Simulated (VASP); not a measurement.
# Mo (I4/mmm) in VASP: notebook

Mo is run at these levels: PBEsol; tasks: single point.

Everything below comes from runs of VASP 6.6.1. Logs are shortened: lines on timing, memory, paths and dates and some standing lists are left out, and cuts for length are marked.

### 1 The cell of the first run

Symmetry: I4/mmm, No. 139, tetragonal system. The conventional cell has a = 3.255 Å, b = 3.255 Å, c = 3.048 Å, α = 90.00°, β = 90.00°, γ = 90.00°. Within 3.6 Å of Mo (site symmetry 4/mmm) lie 14 Mo at 2.76 to 3.25 Å.

### 2 Single point, PBEsol (biaxial strain in the a-b plane: +4.0 %, then relaxed in part)

File INCAR:

```
PREC = Accurate
ENCUT = 520
EDIFF = 1E-6
ISMEAR = 0
SIGMA = 0.1
LREAL = False
LASPH = True
NELM = 100
ALGO = Fast
ISIF = 2
LWAVE = False
LCHARG = False
GGA = PS
NBANDS = 21
```

File KPOINTS:

```
regular mesh
0
Gamma
  16 16 16
```

File POSCAR:

```
Mo
1.0
    3.2545135653      0.0000000000      0.0000000000
    0.0000000000      3.2545135653      0.0000000000
    0.0000000000      0.0000000000      3.0479852402
Mo
2
Direct
    0.0000000000      0.0000000000      0.0000000000
    0.5000000000      0.5000000000      0.5000000000
```

Potentials or basis: VASP PAW PBE potentials, release 64 (Mo_sv).

The run is started by

```console
$ cat potpaw_PBE.64/Mo_sv/POTCAR > POTCAR
$ mpirun -np 1 vasp_std > vasp.out
```

OUTCAR:

```text
PREC = Accurate
   ENCUT = 520
   EDIFF = 1E-6
   ISMEAR = 0
   LREAL = False
   LASPH = True
   NELM = 100
   ISIF = 2
   GGA = PS

 ion  position               nearest neighbor table
   1  0.000  0.000  0.000-   2 2.76   2 2.76   2 2.76   2 2.76   2 2.76   2 2.76   2 2.76   2 2.76

   2  0.500  0.500  0.500-   1 2.76   1 2.76   1 2.76   1 2.76   1 2.76   1 2.76   1 2.76   1 2.76

  LATTYP: Found a simple tetragonal cell.
 ALAT       =     3.2545135653
 C/A-ratio  =     0.9365409543

  Lattice vectors:

 A1 = (   3.2545135653,   0.0000000000,   0.0000000000)
 A2 = (   0.0000000000,   3.2545135653,   0.0000000000)
 A3 = (   0.0000000000,   0.0000000000,   3.0479852402)

Analysis of symmetry for initial positions (statically):
=====================================================================
 Subroutine PRICEL returns following result:

  LATTYP: Found a body centered tetragonal cell.
 ALAT       =     3.2545135653
 C/A-ratio  =     0.9365409543

  Lattice vectors:

 A1 = (  -1.6272567826,  -1.6272567826,  -1.5239926201)
 A2 = (   1.6272567826,   1.6272567826,  -1.5239926201)
 A3 = (   1.6272567826,  -1.6272567827,   1.5239926201)

   2 primitive cells build up your supercell.

 Routine SETGRP: Setting up the symmetry group for a
 simple tetragonal supercell.

 Subroutine GETGRP returns: Found 16 space group operations
 (whereof 16 operations were pure point group operations)
 out of a pool of 16 trial point group operations.

The static configuration has the point symmetry D_4h.

Analysis of symmetry for dynamics (positions and initial velocities):
=====================================================================
 Subroutine PRICEL returns following result:

  LATTYP: Found a body centered tetragonal cell.
 ALAT       =     3.2545135653
 C/A-ratio  =     0.9365409543

  Lattice vectors:

 A1 = (  -1.6272567826,  -1.6272567826,  -1.5239926201)
 A2 = (   1.6272567826,   1.6272567826,  -1.5239926201)
 A3 = (   1.6272567826,  -1.6272567827,   1.5239926201)

   2 primitive cells build up your supercell.

 Routine SETGRP: Setting up the symmetry group for a
 simple tetragonal supercell.

 Subroutine GETGRP returns: Found 16 space group operations
 (whereof 16 operations were pure point group operations)
 out of a pool of 16 trial point group operations.

The dynamic configuration has the point symmetry D_4h.

 Subroutine INISYM returns: Found 16 space group operations
 (whereof 16 operations are pure point group operations),
 and found     2 'primitive' translations

----------------------------------------------------------------------------------------

                                     Primitive cell

  volume of cell :      16.1419

  direct lattice vectors                    reciprocal lattice vectors
    -1.627256783 -1.627256783 -1.523992620     0.000000000 -0.307265581 -0.328085578
     1.627256783  1.627256783 -1.523992620     0.307265581  0.000000000 -0.328085578
     1.627256783 -1.627256783  1.523992620     0.307265581 -0.307265581  0.000000000

  length of vectors
     2.760159919  2.760159919  2.760159919     0.449502262  0.449502262  0.434539151

  position of ions in fractional coordinates (direct lattice)
     0.000000000  0.000000000  0.000000000

  ion indices of the primitive-cell ions
   primitive index   ion index
                 1           1

----------------------------------------------------------------------------------------

 KPOINTS: regular mesh

Automatic generation of k-mesh.
 Grid dimensions read from file:
 generate k-points for:   16   16   16

 Generating k-lattice:

  Cartesian coordinates                     Fractional coordinates (reciprocal lattice)
     0.019204099  0.000000000  0.000000000     0.062500000  0.000000000  0.000000000
     0.000000000  0.019204099  0.000000000     0.000000000  0.062500000  0.000000000
     0.000000000  0.000000000  0.020505349     0.000000000  0.000000000  0.062500000

  Length of vectors
     0.019204099  0.019204099  0.020505349

  Shift w.r.t. Gamma in fractional coordinates (k-lattice)
     0.000000000  0.000000000  0.000000000

 Subroutine IBZKPT returns following result:
 ===========================================

 Found    405 irreducible k-points:

 Following reciprocal coordinates:
            Coordinates               Weight
  0.000000  0.000000  0.000000      1.000000
  0.062500  0.000000  0.000000      4.000000
  0.125000  0.000000  0.000000      4.000000
  0.187500  0.000000  0.000000      4.000000
  0.250000  0.000000  0.000000      4.000000
  0.312500  0.000000  0.000000      4.000000
[... 16 lines left out ...]
  0.437500  0.125000  0.000000      8.000000
  0.500000  0.125000  0.000000      4.000000
 [... further k-points ...]
   k-points           NKPTS =    405   k-points in BZ     NKDIM =    405   number of bands    NBANDS=     21
   number of dos      NEDOS =    301   number of ions     NIONS =      2
   total plane-waves  NPLWV =  13824
   dimension x,y,z NGX =    24 NGY =   24 NGZ =   24
   dimension x,y,z NGXF=    48 NGYF=   48 NGZF=   48
   ions per type =               2
   NGX,Y,Z   is equivalent  to a cutoff of  12.26, 12.26, 13.09 a.u.
   NGXF,Y,Z  is equivalent  to a cutoff of  24.52, 24.52, 26.18 a.u.
 SYSTEM =  unknown system
   PREC   = accura    normal or accurate (medium, high low for compatibility)
   ISTART =      0    job   : 0-new  1-cont  2-samecut
   ICHARG =      2    charge: 1-file 2-atom 10-const
   ISPIN  =      1    spin polarized calculation?
   LNONCOLLINEAR =      F non collinear calculations
   LSORBIT =      F    spin-orbit coupling
   LASPH  =      T    aspherical Exc in radial PAW
   ENCUT  =  520.0 eV  38.22 Ry    6.18 a.u.   6.05  6.05  5.67*2*pi/ulx,y,z
   NELM   =    100;   NELMIN=  2; NELMDL= -5     # of ELM steps
   EDIFF  = 0.1E-05   stopping-criterion for ELM
   LREAL  =      F    real-space projection
   EDIFFG = 0.1E-04   stopping-criterion for IOM
   NSW    =      0    number of steps for IOM
   IBRION =     -1    ionic relax: 0-MD 1-quasi-New 2-CG
   NFREE  =      0    steps in history (QN), initial steepest desc. (CG)
   ISIF   =      2    stress and relaxation
   ISYM   =      2    0-nonsym 1-usesym 2-fastsym
   POTIM  = 0.5000    time-step for ionic-motion
   TEBEG  =    0.0;   TEEND  =   0.0 temperature during run
   PSTRESS=    0.0 pullay stress
   NELECT =      28.0000    total number of electrons
   NUPDOWN=      -1.0000    fix difference up-down
   EMIN   =  10.00;   EMAX   =-10.00  energy-range for DOS
   EFERMI =   0.00;   METHOD = LEGACY
   ISMEAR =     0;   SIGMA  =   0.10  broadening in eV -4-tet -1-fermi 0-gaus
   EFERMI_NEDOS =   21; number of points for ismear=-14 and -15
   IALGO  =     68    algorithm
   IMIX   =      4    mixing-type and parameters
     AMIX     =   0.40;   BMIX     =  1.00
     AMIX_MAG =   1.60;   BMIX_MAG =  1.00
  volume/ion in A,a.u.               =      16.14       108.93
  Fermi-wavevector in a.u.,A,eV,Ry     =   1.561226  2.950290 33.163211  2.437427
  Thomas-Fermi vector in A             =   2.664323
   LORBIT       =      0    0 simple, 1 ext, 2 COOP (PROOUT), +10 PAW based schemes
   GGA     = PS    functional components
   LHFCALC =     F    Hartree Fock is set to
   AEXX    =    0.0000 exact exchange contribution
   IVDW    =     0    specifies the selected vdW correction
   LEPSILON=     F    determine dielectric tensor
   LRPA    =     F    only Hartree local field effects (RPA)
 non-spin polarized calculation
 RMM-DIIS sequential band-by-band and
 Gauss-broadening in eV      SIGMA  =   0.10
  energy-cutoff  :      520.00
  volume of cell :       32.28
 maximum number of plane-waves:       892
   NGX = 13   NGY = 13   NGZ = 11

 number of electron      28.0000001 magnetization

 Free energy of the ion-electron system (eV)
  ---------------------------------------------------
  ext. energy  EPLUGINS =         0.00000000
  ---------------------------------------------------
  free energy    TOTEN  =       -23.41212227 eV

  energy without entropy =      -23.40565354  energy(sigma->0) =      -23.40888790

 E-fermi :  11.9503     XC(G=0): -13.3471

 val. band max:       11.9485669091   @ k =   0.3750   0.1875   0.0000
 cond. band min:      11.9548361541   @ k =   0.1250   0.0625   0.3750
 fundamental gap:      0.0062692450
 Fermi energy:        11.9503330836

 k-point     1 :       0.0000    0.0000    0.0000
  band No.  band energies     occupation
      1     -49.2337      2.00000
      2     -48.8381      2.00000
      3     -23.5312      2.00000
      4     -23.5312      2.00000
      5     -23.3379      2.00000
      6     -22.6033      2.00000
[... 13 lines left out ...]
     20      20.1690      0.00000
     21      20.1690      0.00000

 k-point     2 :       0.0625    0.0000    0.0000
  band No.  band energies     occupation
      1     -49.2295      2.00000
      2     -48.8415      2.00000
      3     -23.5295      2.00000
      4     -23.5222      2.00000
      5     -23.3303      2.00000
      6     -22.6201      2.00000
[... 13 lines left out ...]
     20      19.9342      0.00000
     21      20.5323      0.00000

 k-point     3 :       0.1250    0.0000    0.0000
  band No.  band energies     occupation
      1     -49.2171      2.00000
      2     -48.8515      2.00000
      3     -23.5239      2.00000
      4     -23.4956      2.00000
      5     -23.3079      2.00000
      6     -22.6688      2.00000
[... 13 lines left out ...]
     20      19.3071      0.00000
     21      21.4295      0.00000
[... 457 lines left out ...]
 k-point    23 :       0.4375    0.1250    0.0000
  band No.  band energies     occupation
      1     -49.0590      2.00000
      2     -48.9875      2.00000
      3     -23.5110      2.00000
      4     -23.3492      2.00000
      5     -23.0142      2.00000
      6     -22.9953      2.00000
[... 13 lines left out ...]
     20      15.4489      0.00000
     21      25.5591      0.00000

 k-point    24 :       0.5000    0.1250    0.0000
  band No.  band energies     occupation
      1     -49.0228      2.00000
      2     -49.0228      2.00000
      3     -23.4392      2.00000
      4     -23.4392      2.00000
      5     -22.9443      2.00000
      6     -22.9443      2.00000
[... 13 lines left out ...]
     20      14.8742      0.00000
     21      25.9019      0.00000

 [... further k-points ...]
[... 5 lines left out ...]
  --------------------------------------------------------------------------------------
  -------------------------------------------------------------------------------------
  Total       -3.6667068     -3.6667068      0.0872725      0.0000000     -0.0000000      0.0000000
  in kB     -181.9708150   -181.9708150      4.3311488      0.0000000     -0.0000000      0.0000000
  external PRESSURE =    -119.8701604 kB  Pullay stress =       0.0000000 kB

 VOLUME and BASIS-vectors are now :
 -----------------------------------------------------------------------------
  energy-cutoff  :      520.00
  volume of cell :       32.28
      direct lattice vectors                 reciprocal lattice vectors
     3.254513565  0.000000000  0.000000000     0.307265581  0.000000000  0.000000000
     0.000000000  3.254513565  0.000000000     0.000000000  0.307265581  0.000000000
     0.000000000  0.000000000  3.047985240     0.000000000  0.000000000  0.328085578

 POSITION                                       TOTAL-FORCE (eV/Angst)
 -----------------------------------------------------------------------------------
      0.00000      0.00000      0.00000         0.000000     -0.000000     -0.000000
      1.62726      1.62726      1.52399        -0.000000      0.000000      0.000000
 -----------------------------------------------------------------------------------
    total drift:                                0.000000      0.000000     -0.000000

  FREE ENERGIE OF THE ION-ELECTRON SYSTEM (eV)
  ---------------------------------------------------
  free  energy   TOTEN  =       -23.4121222674 eV

  energy  without entropy=      -23.4056535383  energy(sigma->0) =      -23.40888790
```

Wall time 2.1 min (1 thread of AMD EPYC 7R13 (Zen 3), shared host); peak memory 0.28 GiB.

Results:

```yaml
Free_energy: -23.4121 eV
Pressure: -12.0 GPa
Band_gap_on_the_k_mesh: zero (bands 14 and 15 overlap by 2.51 eV)
```

Stress tensor (GPa, compression positive):
```
-18.20   0.00   0.00
  0.00 -18.20   0.00
  0.00   0.00   0.43
```

Caveat: the cell differs from its parent crystal (biaxial strain in the a-b plane: +4.0 %, then relaxed in part); the cell stands under tension; the PAW data sets were made with another functional, which shifts forces and pressure a little.

[end of part 1 of 2]
